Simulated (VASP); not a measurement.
# Ni (Fm-3m) in VASP: further runs

Runs on Ni. Level: PBEsol. Tasks: single point, relaxation of cell and atoms.

All numbers are computed with VASP 6.6.1; they aren't measurements. Logs are shortened: lines on timing, memory, paths and dates and some standing lists are left out, and cuts for length are marked.

### 1 The cell of the first run

It takes space group Fm-3m (No. 225, cubic). Conventional cell: a = 3.463 Å, b = 3.463 Å, c = 3.463 Å, α = 90.00°, β = 90.00°, γ = 90.00°. Ni (site symmetry m-3m) has 12 Ni at 2.45 Å within 3.2 Å.

### 2 Single point, PBEsol, collinear spin, ferromagnetic start

Contents of INCAR:

```
SYSTEM = Ni
PREC = Accurate ; ENCUT = 520
EDIFF = 1E-7 ; ISMEAR = 0
SIGMA = 0.1 ; LREAL = .False.
LASPH = .True. ; NELM = 150
ALGO = Normal ; ISIF = 2
LWAVE = .False. ; LCHARG = .False.
ISPIN = 2 ; MAGMOM = 0.81
LORBIT = 11 ; LMAXMIX = 4
GGA = PS ; NBANDS = 15
```

Contents of KPOINTS:

```
regular mesh
0
Gamma
  20 20 20
  0 0 0
```

Contents of POSCAR:

```
Ni
1.0
    0.0000000000      1.7315090744      1.7315090744
    1.7315090744      0.0000000000      1.7315090744
    1.7315090744      1.7315090744      0.0000000000
Ni
1
Direct
    0.0000000000      0.0000000000      0.0000000000
```

Potentials or basis: VASP PAW PBE potentials, release 64 (Ni).

Run with:

```console
> cat potpaw_PBE.64/Ni/POTCAR > POTCAR
> mpirun -np 1 vasp_std > vasp.out
```

OUTCAR:

```text
SYSTEM = Ni
   PREC = Accurate
   ENCUT = 520
   EDIFF = 1E-7
   ISMEAR = 0
   LREAL = .False.
   LASPH = .True.
   NELM = 150
   ISIF = 2
   ISPIN = 2
   LORBIT = 11
   GGA = PS

 ion  position               nearest neighbor table
   1  0.000  0.000  0.000-

  LATTYP: Found a face centered cubic cell.
 ALAT       =     3.4630181488

  Lattice vectors:

 A1 = (   0.0000000000,   1.7315090744,   1.7315090744)
 A2 = (   1.7315090744,   0.0000000000,   1.7315090744)
 A3 = (   1.7315090744,   1.7315090744,   0.0000000000)

Analysis of symmetry for initial positions (statically):
=====================================================================
 Subroutine PRICEL returns:
 Original cell was already a primitive cell.

 Routine SETGRP: Setting up the symmetry group for a
 face centered cubic supercell.

 Subroutine GETGRP returns: Found 48 space group operations
 (whereof 48 operations were pure point group operations)
 out of a pool of 48 trial point group operations.

The static configuration has the point symmetry O_h .

Analysis of symmetry for dynamics (positions and initial velocities):
=====================================================================
 Subroutine PRICEL returns:
 Original cell was already a primitive cell.

 Routine SETGRP: Setting up the symmetry group for a
 face centered cubic supercell.

 Subroutine GETGRP returns: Found 48 space group operations
 (whereof 48 operations were pure point group operations)
 out of a pool of 48 trial point group operations.

The dynamic configuration has the point symmetry O_h .

Analysis of structural, dynamic, and magnetic symmetry:
=====================================================================
 Subroutine PRICEL returns:
 Original cell was already a primitive cell.

 Routine SETGRP: Setting up the symmetry group for a
 face centered cubic supercell.

 Subroutine GETGRP returns: Found 48 space group operations
 (whereof 48 operations were pure point group operations)
 out of a pool of 48 trial point group operations.

The overall configuration has the point symmetry O_h .

 Subroutine INISYM returns: Found 48 space group operations
 (whereof 48 operations are pure point group operations),
 and found     1 'primitive' translations

----------------------------------------------------------------------------------------

                                     Primitive cell

  volume of cell :      10.3826

  direct lattice vectors                    reciprocal lattice vectors
     0.000000000  1.731509074  1.731509074    -0.288765452  0.288765452  0.288765452
     1.731509074  0.000000000  1.731509074     0.288765452 -0.288765452  0.288765452
     1.731509074  1.731509074  0.000000000     0.288765452  0.288765452 -0.288765452

  length of vectors
     2.448723616  2.448723616  2.448723616     0.500156434  0.500156434  0.500156434

  position of ions in fractional coordinates (direct lattice)
     0.000000000  0.000000000  0.000000000

  ion indices of the primitive-cell ions
   primitive index   ion index
                 1           1

----------------------------------------------------------------------------------------

 KPOINTS: regular mesh

Automatic generation of k-mesh.
 Grid dimensions read from file:
 generate k-points for:   20   20   20

 Generating k-lattice:

  Cartesian coordinates                     Fractional coordinates (reciprocal lattice)
    -0.014438273  0.014438273  0.014438273     0.050000000  0.000000000  0.000000000
     0.014438273 -0.014438273  0.014438273     0.000000000  0.050000000  0.000000000
     0.014438273  0.014438273 -0.014438273     0.000000000  0.000000000  0.050000000

  Length of vectors
     0.025007822  0.025007822  0.025007822

  Shift w.r.t. Gamma in fractional coordinates (k-lattice)
     0.000000000  0.000000000  0.000000000

 Subroutine IBZKPT returns following result:
 ===========================================

 Found    256 irreducible k-points:

 Following reciprocal coordinates:
            Coordinates               Weight
  0.000000  0.000000  0.000000      1.000000
  0.050000  0.000000  0.000000      8.000000
  0.100000  0.000000  0.000000      8.000000
  0.150000  0.000000  0.000000      8.000000
  0.200000  0.000000  0.000000      8.000000
  0.250000  0.000000  0.000000      8.000000
[... 16 lines left out ...]
 -0.400000  0.050000  0.000000     24.000000
 -0.350000  0.050000  0.000000     24.000000
 [... further k-points ...]
   k-points           NKPTS =    256   k-points in BZ     NKDIM =    256   number of bands    NBANDS=     15
   number of dos      NEDOS =    301   number of ions     NIONS =      1
   total plane-waves  NPLWV =   5832
   dimension x,y,z NGX =    18 NGY =   18 NGZ =   18
   dimension x,y,z NGXF=    36 NGYF=   36 NGZF=   36
   ions per type =               1
   NGX,Y,Z   is equivalent  to a cutoff of  12.22, 12.22, 12.22 a.u.
   NGXF,Y,Z  is equivalent  to a cutoff of  24.44, 24.44, 24.44 a.u.
 SYSTEM =  Ni
   PREC   = accura    normal or accurate (medium, high low for compatibility)
   ISTART =      0    job   : 0-new  1-cont  2-samecut
   ICHARG =      2    charge: 1-file 2-atom 10-const
   ISPIN  =      2    spin polarized calculation?
   LNONCOLLINEAR =      F non collinear calculations
   LSORBIT =      F    spin-orbit coupling
   LASPH  =      T    aspherical Exc in radial PAW
   ENCUT  =  520.0 eV  38.22 Ry    6.18 a.u.   4.55  4.55  4.55*2*pi/ulx,y,z
   NELM   =    150;   NELMIN=  2; NELMDL= -5     # of ELM steps
   EDIFF  = 0.1E-06   stopping-criterion for ELM
   LREAL  =      F    real-space projection
   EDIFFG = 0.1E-05   stopping-criterion for IOM
   NSW    =      0    number of steps for IOM
   IBRION =     -1    ionic relax: 0-MD 1-quasi-New 2-CG
   NFREE  =      0    steps in history (QN), initial steepest desc. (CG)
   ISIF   =      2    stress and relaxation
   ISYM   =      2    0-nonsym 1-usesym 2-fastsym
   POTIM  = 0.5000    time-step for ionic-motion
   TEBEG  =    0.0;   TEEND  =   0.0 temperature during run
   PSTRESS=    0.0 pullay stress
   NELECT =      10.0000    total number of electrons
   NUPDOWN=      -1.0000    fix difference up-down
   EMIN   =  10.00;   EMAX   =-10.00  energy-range for DOS
   EFERMI =   0.00;   METHOD = LEGACY
   ISMEAR =     0;   SIGMA  =   0.10  broadening in eV -4-tet -1-fermi 0-gaus
   EFERMI_NEDOS =   21; number of points for ismear=-14 and -15
   IALGO  =     38    algorithm
   IMIX   =      4    mixing-type and parameters
     AMIX     =   0.40;   BMIX     =  1.00
     AMIX_MAG =   1.60;   BMIX_MAG =  1.00
  volume/ion in A,a.u.               =      10.38        70.06
  Fermi-wavevector in a.u.,A,eV,Ry     =   1.616740  3.055195 35.563544  2.613847
  Thomas-Fermi vector in A             =   2.711277
   LORBIT       =     11    0 simple, 1 ext, 2 COOP (PROOUT), +10 PAW based schemes
   GGA     = PS    functional components
   LHFCALC =     F    Hartree Fock is set to
   AEXX    =    0.0000 exact exchange contribution
   IVDW    =     0    specifies the selected vdW correction
   LEPSILON=     F    determine dielectric tensor
   LRPA    =     F    only Hartree local field effects (RPA)
 spin polarized calculation
 Gauss-broadening in eV      SIGMA  =   0.10
  energy-cutoff  :      520.00
  volume of cell :       10.38
 maximum number of plane-waves:       295
   NGX =  9   NGY =  9   NGZ =  9

 number of electron      10.0000000 magnetization       0.8100000

 number of electron       9.9999994 magnetization       0.6228545

 Free energy of the ion-electron system (eV)
  ---------------------------------------------------
  ext. energy  EPLUGINS =         0.00000000
  ---------------------------------------------------
  free energy    TOTEN  =        -6.13995757 eV

  energy without entropy =       -6.13147608  energy(sigma->0) =       -6.13571683

 E-fermi :   9.8653     XC(G=0): -13.7155

 val. band max:        9.8649521533   @ k =  -0.4000   0.2500   0.0000
 cond. band min:       9.8665020685   @ k =   0.4000   0.0000   0.0000
 fundamental gap:      0.0015499152
 Fermi energy:         9.8652575927

 spin component 1

 k-point     1 :       0.0000    0.0000    0.0000
  band No.  band energies     occupation
      1       0.4737      1.00000
      2       7.3149      1.00000
      3       7.3149      1.00000
      4       7.3149      1.00000
      5       8.5649      1.00000
      6       8.5649      1.00000
      7      33.9588      0.00000
      8      38.1660      0.00000
      9      38.1660      0.00000
     10      38.1660      0.00000
     11      41.2462      0.00000
     12      41.2462      0.00000
     13      41.2463      0.00000
     14      44.1591      0.00000
     15      50.9603      0.00000
[... 397 lines left out ...]
 k-point    24 :      -0.3500    0.0500    0.0000
  band No.  band energies     occupation
      1       4.4020      1.00000
      2       7.3961      1.00000
      3       7.4547      1.00000
      4       7.5519      1.00000
      5       8.9326      1.00000
      6       9.3012      1.00000
      7      19.3550      0.00000
      8      32.0287      0.00000
      9      34.5330      0.00000
     10      36.5986      0.00000
     11      38.4921      0.00000
     12      40.3922      0.00000
     13      44.8436      0.00000
     14      51.6931      0.00000
     15      53.0598      0.00000

 [... further k-points ...]

 spin component 2

 k-point     1 :       0.0000    0.0000    0.0000
  band No.  band energies     occupation
      1       0.4650      1.00000
      2       8.0337      1.00000
      3       8.0337      1.00000
      4       8.0337      1.00000
      5       9.1740      1.00000
      6       9.1740      1.00000
      7      33.8518      0.00000
      8      38.1646      0.00000
      9      38.1646      0.00000
     10      38.1646      0.00000
     11      41.3704      0.00000
     12      41.3704      0.00000
     13      41.3704      0.00000
     14      44.0715      0.00000
     15      51.1645      0.00000
[... 397 lines left out ...]
 k-point    24 :      -0.3500    0.0500    0.0000
  band No.  band energies     occupation
      1       4.6264      1.00000
      2       7.9045      1.00000
      3       8.0323      1.00000
      4       8.0831      1.00000
      5       9.6512      0.99876
      6       9.9884      0.04080
      7      19.6140      0.00000
      8      32.0186      0.00000
      9      34.5661      0.00000
     10      36.7102      0.00000
     11      38.5554      0.00000
     12      40.4419      0.00000
     13      44.9362      0.00000
     14      51.7854      0.00000
     15      53.4536      0.00000

 [... further k-points ...]
[... 5 lines left out ...]
  --------------------------------------------------------------------------------------
  -------------------------------------------------------------------------------------
  Total       -0.0016450     -0.0016450     -0.0016450     -0.0000000      0.0000000      0.0000000
  in kB       -0.2538406     -0.2538406     -0.2538406     -0.0000000      0.0000000      0.0000000
  external PRESSURE =      -0.2538406 kB  Pullay stress =       0.0000000 kB

 VOLUME and BASIS-vectors are now :
 -----------------------------------------------------------------------------
  energy-cutoff  :      520.00
  volume of cell :       10.38
      direct lattice vectors                 reciprocal lattice vectors
     0.000000000  1.731509074  1.731509074    -0.288765452  0.288765452  0.288765452
     1.731509074  0.000000000  1.731509074     0.288765452 -0.288765452  0.288765452
     1.731509074  1.731509074  0.000000000     0.288765452  0.288765452 -0.288765452

 POSITION                                       TOTAL-FORCE (eV/Angst)
 -----------------------------------------------------------------------------------
      0.00000      0.00000      0.00000        -0.000000     -0.000000      0.000000
 -----------------------------------------------------------------------------------
    total drift:                                0.000000      0.000000      0.000000

  FREE ENERGIE OF THE ION-ELECTRON SYSTEM (eV)
  ---------------------------------------------------
  free  energy   TOTEN  =        -6.1399575728 eV

  energy  without entropy=       -6.1314760834  energy(sigma->0) =       -6.13571683

 total charge

# of ion       s       p       d       tot
------------------------------------------
    1        0.521   0.546   8.333   9.401

 magnetization (x)

# of ion       s       p       d       tot
------------------------------------------
    1       -0.006  -0.024   0.659   0.628
```

It took 59 s on 1 thread of Intel Xeon 6975P-C, shared host; peak memory 0.17 GiB.

Results:

```yaml
Free_energy: -6.1400 eV
Pressure: 0.0 GPa
Net_moment: 0.62 μB per cell
Site_moments: Ni +0.63 μB
Valence_electrons_inside_the_program's_atomic_spheres: Ni 9.40
```

Caveat: the PAW data sets were made with another functional, which shifts forces and pressure a little.

### 3 Relaxation of cell and atoms, PBEsol, collinear spin, ferromagnetic start

This run uses another cell than the first one, of 10.49 Å³/atom, 1.011 times its volume.

Contents of INCAR:

```
SYSTEM = Ni
PREC = Accurate
ENCUT = 600
EDIFF = 1E-7
ISMEAR = 0
SIGMA = 0.1
LREAL = .FALSE.
LASPH = .TRUE.
NELM = 150
ALGO = Fast
ISIF = 3
LWAVE = .FALSE.
LCHARG = .FALSE.
ISPIN = 2
MAGMOM = 0.81
LORBIT = 11
LMAXMIX = 4
GGA = PS
IBRION = 2
NSW = 100
EDIFFG = -0.005
```

Contents of KPOINTS:

```
Automatic mesh
0
G
  20 20 20
  0 0 0
```

Contents of POSCAR:

```
Ni
1.0
    0.0000000000      1.7375729300      1.7375729300
    1.7375729300      0.0000000000      1.7375729300
    1.7375729300      1.7375729300      0.0000000000
Ni
1
Direct
    0.0000000000      0.0000000000      0.0000000000
```

Potentials or basis: VASP PAW PBE potentials, release 64 (Ni).

Run with:

```console
> cat potpaw_PBE.64/Ni/POTCAR > POTCAR
> mpirun -np 1 vasp_std > vasp.out
```

Wall time 98 s (1 thread of Intel Xeon 6975P-C, shared host); peak memory 0.18 GiB.

It converged, with:

```
Free energy                                           : -6.1398 eV
Relaxed volume                                        : 10.38 Å³/atom
Relaxed cell                                          : a = 2.448 Å, b = 2.448 Å, c = 2.448 Å, α = 60.00°, β = 60.00°, γ = 60.00°
Space group after relaxing (to 0.05 Å)                : Fm-3m (No. 225)
Energy gained by relaxing                             : 0.9 meV/atom
Ionic steps                                           : 3
Pressure after relaxing                               : 0.0 GPa
Net moment                                            : 0.62 μB per cell
Site moments                                          : Ni +0.63 μB
Valence electrons inside the program's atomic spheres : Ni 9.40
```

The path:
| step | energy change (eV) | largest force (eV/Å) | pressure (GPa) | volume (Å³) |
| --- | --- | --- | --- | --- |
| 1 | 0.0000 | 0.0000 | -2.46 | 10.49 |
| 2 | 0.0002 | 0.0000 | 2.96 | 10.25 |
| 3 | -0.0009 | 0.0000 | 0.00 | 10.38 |

Final structure:
```
Ni
1.0
     0.00000    1.73112    1.73112
     1.73112    0.00000    1.73112
     1.73112    1.73112    0.00000
Ni
1
Direct
  0.00000 0.00000 0.00000
```

Levels at points of the mesh, in eV from the Fermi level:
Spin up:
```
           k point  band 1  band 2  band 3  band 4  band 5  band 6  band 7  band 8  band 9
(0.00, 0.00, 0.00)   -9.40   -2.55   -2.55   -2.55   -1.30   -1.30   24.10   28.31   28.31
(0.50, 0.00, 0.00)   -5.12   -2.55   -2.55   -0.58   -0.58   -0.43    5.99   22.57   25.45
(0.50, 0.50, 0.00)   -4.96   -4.46   -0.54   -0.43   -0.43    2.42    9.62   15.21   15.21
```
Spin down:
```tsv
k point	band 1	band 2	band 3	band 4	band 5	band 6	band 7	band 8	band 9
(0.00, 0.00, 0.00)	-9.41	-1.83	-1.83	-1.83	-0.69	-0.69	23.99	28.31	28.31
(0.50, 0.00, 0.00)	-4.70	-1.93	-1.93	-0.46	0.16	0.16	6.41	22.47	25.54
(0.50, 0.50, 0.00)	-4.60	-3.87	0.10	0.40	0.40	2.41	9.89	15.24	15.24
```

Caveat: the PAW data sets were made with another functional, which shifts forces and pressure a little.

(Continued in part 2 of 2.)
